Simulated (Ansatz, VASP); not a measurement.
**Sb in VASP and in Ansatz**

File POSCAR:

```
Sb
1.0
    4.1051829711      0.0000000000      0.0000000000
   -2.0525914855      3.5551927401      0.0000000000
    0.0000000000      0.0000000000     26.8552477996
Sb
2
Direct
    0.3333333333      0.6666666667      0.3149797949
    0.6666666667      0.3333333333      0.3749272221
```

INCAR.step1

```
ALGO = Normal
DIPOL = 0.5 0.5 0.345
EDIFF = 1E-5
ENCUT = 440
GGA = PE
GGA_COMPAT = False
IDIPOL = 3
ISMEAR = 0
LASPH = True
LCHARG = False
LDIPOL = True
LREAL = False
LWAVE = True
NBANDS = 22
NELM = 120
NELMDL = -8
PREC = Accurate
SIGMA = 0.01
```

Contents of INCAR.step2:

```
ALGO = Normal
DIPOL = 0.5 0.5 0.345
EDIFF = 1E-6
ENCUT = 440
GGA_COMPAT = False
IDIPOL = 3
ISIF = 2
ISMEAR = 0
ISTART = 1
LASPH = True
LCHARG = False
LDIPOL = True
LMIXTAU = True
LREAL = False
LWAVE = False
METAGGA = R2SCAN
NBANDS = 22
NELM = 120
PREC = Accurate
SIGMA = 0.01
```

File KPOINTS:

```
k-points
0
Gamma
  12 12 1
```

Input for Ansatz:

```yaml
crystal:
  lattice:
    - [4.1051829711, 0.0, 0.0]
    - [-2.0525914855, 3.5551927401, 0.0]
    - [0.0, 0.0, 26.8552477996]
  atoms:
    - { symbol: Sb, position: [0.3333333333, 0.6666666667, 0.3149797949] }
    - { symbol: Sb, position: [0.6666666667, 0.3333333333, 0.3749272221] }
  periodic: [true, true, false]
kpoints:
  mp_grid: { grid: [12, 12, 1] }
  band_path:
    path:
      - [0.0, 0.0, 0.0]
      - [0.5, 0.0, 0.0]
      - [0.3333333333, 0.3333333333, 0.0]
      - [0.0, 0.307292, 0.0]
    npoints: 1
hamiltonian:
  xc: r2scan
scf:
  occupations: { method: fixed }
  n_extra_bands: 4
output:
  forces: true
  stress: true
  eigenvalues: true
```

Alike in both runs: task single point; functional r2SCAN; k mesh 12 × 12 × 1; no spin polarisation.

```csv
,VASP,Ansatz
version,VASP 6.6.1,Ansatz 0.2.0
potentials or method,"VASP PAW PBE potentials, release 64 (Sb_d_GW)","plane waves, PAW"
plane-wave cutoff (eV),440,500
occupations,"gaussian, width 0.01 eV",fixed
valence electrons in the cell,30,30
```

```csv
,VASP,Ansatz,Ansatz less VASP
gap on the k mesh at the Fermi level (eV),1.62,1.62,+0.003
rms of the force components (eV/Å),0.021,0.009,-0.0114
```

VASP's potentials were made for PBE, not for r2SCAN. Atom by atom the forces differ by 0.011 eV/Å (rms over components).

Neither program's run includes spin-orbit coupling.
